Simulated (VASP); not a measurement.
# GaAs (F-43m) in VASP: a series of runs, part 2 of 2

VASP 6.6.1.

## (3) Single point, PBEsol

This run uses another cell than the first one, of 22.04 Å³/atom.

Input file INCAR:

```
ALGO = Normal ; EDIFF = 1E-6
ENCUT = 520 ; GGA = PS
ISIF = 2 ; ISMEAR = 0
LASPH = T ; LCHARG = T
LELF = T ; LREAL = F
LVHAR = T ; LWAVE = F
NBANDS = 16 ; NELM = 100
PREC = Accurate ; SIGMA = 0.01
```

Input file KPOINTS:

```
k-points
0
Gamma
  8 8 8
```

Input file POSCAR:

```
GaAs
1.0
    2.8037835605      2.8037835605      0.0000000000
   -2.8037835605      2.8037835605      0.0000000000
    0.0000000000      2.8037835605      2.8037835605
Ga As
1 1
Direct
    0.0000000000      0.0000000000      0.0000000000
    0.7500000000      0.2500000000      0.5000000000
```

Potentials or basis: VASP PAW PBE potentials, release 64 (Ga_d, As).

Started as:

```
cat potpaw_PBE.64/Ga_d/POTCAR potpaw_PBE.64/As/POTCAR > POTCAR
mpirun -np 1 vasp_std > vasp.out
```

OUTCAR:

```text
EDIFF = 1E-6
   ENCUT = 520
   GGA = PS
   ISIF = 2
   ISMEAR = 0
   LASPH = T
   LREAL = F
   NELM = 100
   PREC = Accurate

 ion  position               nearest neighbor table
   1  0.000  0.000  0.000-   2 2.43   2 2.43   2 2.43   2 2.43
   2  0.750  0.250  0.500-   1 2.43   1 2.43   1 2.43   1 2.43

  LATTYP: Found a face centered cubic cell.
 ALAT       =     5.6075671210

  Lattice vectors:

 A1 = (   0.0000000000,   2.8037835605,   2.8037835605)
 A2 = (   2.8037835605,   0.0000000000,   2.8037835605)
 A3 = (   2.8037835605,   2.8037835605,   0.0000000000)

Analysis of symmetry for initial positions (statically):
=====================================================================
 Subroutine PRICEL returns:
 Original cell was already a primitive cell.

 Routine SETGRP: Setting up the symmetry group for a
 face centered cubic supercell.

 Subroutine GETGRP returns: Found 24 space group operations
 (whereof 24 operations were pure point group operations)
 out of a pool of 48 trial point group operations.

The static configuration has the point symmetry T_d .

Analysis of symmetry for dynamics (positions and initial velocities):
=====================================================================
 Subroutine PRICEL returns:
 Original cell was already a primitive cell.

 Routine SETGRP: Setting up the symmetry group for a
 face centered cubic supercell.

 Subroutine GETGRP returns: Found 24 space group operations
 (whereof 24 operations were pure point group operations)
 out of a pool of 48 trial point group operations.

The dynamic configuration has the point symmetry T_d .

 Subroutine INISYM returns: Found 24 space group operations
 (whereof 24 operations are pure point group operations),
 and found     1 'primitive' translations

----------------------------------------------------------------------------------------

                                     Primitive cell

  volume of cell :      44.0822

[... 108 lines left out ...]
     AMIX_MAG =   1.60;   BMIX_MAG =  1.00
  volume/ion in A,a.u.               =      22.04       148.74
  Fermi-wavevector in a.u.,A,eV,Ry     =   1.214538  2.295144 20.069996  1.475103
  Thomas-Fermi vector in A             =   2.349955
   LORBIT       =      0    0 simple, 1 ext, 2 COOP (PROOUT), +10 PAW based schemes
   GGA     = PS    functional components
   LHFCALC =     F    Hartree Fock is set to
   AEXX    =    0.0000 exact exchange contribution
   IVDW    =     0    specifies the selected vdW correction
   LEPSILON=     F    determine dielectric tensor
   LRPA    =     F    only Hartree local field effects (RPA)
 non-spin polarized calculation
 Gauss-broadening in eV      SIGMA  =   0.01
  energy-cutoff  :      520.00
  volume of cell :       44.08
 maximum number of plane-waves:      1243
 NGX is ok and might be reduce to    30
   NGX = 15   NGY = 15   NGZ = 15

 number of electron      18.0000012 magnetization

 Free energy of the ion-electron system (eV)
  ---------------------------------------------------
  ext. energy  EPLUGINS =         0.00000000
  ---------------------------------------------------
  free energy    TOTEN  =        -9.07872200 eV

  energy without entropy =       -9.07872200  energy(sigma->0) =       -9.07872200

 E-fermi :   4.1134     XC(G=0):  -9.8828

 val. band max:        4.0395617861   @ k =   0.0000   0.0000   0.0000
 cond. band min:       4.6803481263   @ k =   0.0000   0.0000   0.0000
 fundamental gap:      0.6407863402
 Fermi energy:         4.1134122553

 k-point     1 :       0.0000    0.0000    0.0000
  band No.  band energies     occupation
      1     -10.7842      2.00000
      2     -10.7842      2.00000
      3     -10.7842      2.00000
      4     -10.6979      2.00000
      5     -10.6979      2.00000
      6      -8.8933      2.00000
[... 433 lines left out ...]
      3     -10.7487      2.00000
      4     -10.7029      2.00000
      5     -10.6941      2.00000
      6      -6.6781      2.00000
[... 8 lines left out ...]
     15      15.6096      0.00000
     16      16.2362      0.00000

 [... further k-points ...]

------------------------ aborting loop because EDIFF is reached ----------------------------------------

  FORCE on cell =-STRESS in cart. coord.  units (eV):
  Direction    XX          YY          ZZ          XY          YZ          ZX
  --------------------------------------------------------------------------------------
  -------------------------------------------------------------------------------------
  Total        0.6035558      0.6035558      0.6035558      0.0000000      0.0000000      0.0000000
  in kB       21.9363583     21.9363583     21.9363583      0.0000000      0.0000000      0.0000000
  external PRESSURE =      21.9363583 kB  Pullay stress =       0.0000000 kB

 VOLUME and BASIS-vectors are now :
 -----------------------------------------------------------------------------
  energy-cutoff  :      520.00
  volume of cell :       44.08
      direct lattice vectors                 reciprocal lattice vectors
     2.803783560  2.803783560  0.000000000     0.178330456  0.178330456 -0.178330456
    -2.803783560  2.803783560  0.000000000    -0.178330456  0.178330456 -0.178330456
     0.000000000  2.803783560  2.803783560     0.000000000  0.000000000  0.356660911

 POSITION                                       TOTAL-FORCE (eV/Angst)
 -----------------------------------------------------------------------------------
      0.00000      0.00000      0.00000         0.000000      0.000000      0.000000
      1.40189      4.20568      1.40189        -0.000000     -0.000000     -0.000000
 -----------------------------------------------------------------------------------
    total drift:                                0.000000     -0.000000     -0.000000

  FREE ENERGIE OF THE ION-ELECTRON SYSTEM (eV)
  ---------------------------------------------------
  free  energy   TOTEN  =        -9.0787219994 eV

  energy  without entropy=       -9.0787219994  energy(sigma->0) =       -9.07872200
```

OSZICAR:

```text
N       E                     dE             d eps       ncg     rms          rms(c)
DAV:   1     0.815962886336E+02    0.81596E+02   -0.88394E+03   952   0.156E+03
DAV:   2    -0.263071809971E+01   -0.84227E+02   -0.80005E+02  1024   0.316E+02
DAV:   3    -0.918397791439E+01   -0.65533E+01   -0.65333E+01  1112   0.669E+01
DAV:   4    -0.928533555237E+01   -0.10136E+00   -0.10134E+00  1168   0.914E+00
DAV:   5    -0.928662622272E+01   -0.12907E-02   -0.12907E-02  1136   0.932E-01    0.302E+00
DAV:   6    -0.911442071191E+01    0.17221E+00   -0.22648E-01  1424   0.949E+00    0.179E+00
DAV:   7    -0.908032204924E+01    0.34099E-01   -0.62856E-02  1368   0.214E+00    0.538E-01
DAV:   8    -0.907851546214E+01    0.18066E-02   -0.96866E-03  1176   0.113E+00    0.116E-01
DAV:   9    -0.907867143858E+01   -0.15598E-03   -0.69882E-04  1168   0.319E-01    0.413E-02
DAV:  10    -0.907870211192E+01   -0.30673E-04   -0.54417E-05  1384   0.789E-02    0.222E-02
DAV:  11    -0.907872200930E+01   -0.19897E-04   -0.22587E-05  1024   0.490E-02    0.292E-03
DAV:  12    -0.907872199937E+01    0.99344E-08   -0.85731E-07   928   0.152E-02
   1 F= -.90787220E+01 E0= -.90787220E+01  d E =-.680661E-28
```

stdout:

```text
POSCAR found type information on POSCAR GaAs
 POSCAR found :  2 types and       2 ions
 scaLAPACK will be used
 -----------------------------------------------------------------------------
|                                                                             |
|                                                                             |
|     You enforced a specific xc type in the INCAR file but a different       |
|     I HOPE YOU KNOW WHAT YOU ARE DOING!                                     |
|                                                                             |
 -----------------------------------------------------------------------------

 LDA part: xc-table for (Slater+PW92), standard interpolation
 POSCAR, INCAR and KPOINTS ok, starting setup
 FFT: planning ... GRIDC
 FFT: planning ... GRID_SOFT
 FFT: planning ... GRID
 WAVECAR not read
 entering main loop
```

Run time: 11 s. Hardware: 1 thread of Intel Xeon 6975P-C (Granite Rapids), shared host; peak memory 0.18 GiB.

What came out:

| Item | Value |
| --- | --- |
| Free energy | -9.0787 eV |
| Pressure | 2.2 GPa |
| Band gap on the k mesh | 0.64 eV |

Levels at points of the mesh, in eV from the valence-band top:
```
           k point  band 5  band 6  band 7  band 8  band 9  band 10  band 11  band 12  band 13  band 14
(0.00, 0.00, 0.00)  -14.74  -12.93    0.00    0.00    0.00     0.64     3.69     3.69     3.69     7.47
(0.50, 0.00, 0.00)  -14.73  -11.08   -6.82   -1.19   -1.19     1.00     4.59     4.59     7.60    10.46
(0.50, 0.50, 0.00)  -14.72  -10.30   -6.97   -2.79   -2.79     1.30     1.56    10.32    10.32    11.10
```

Caveat: the PAW data sets were made with another functional, which shifts forces and pressure a little. A k mesh can miss the band edges.
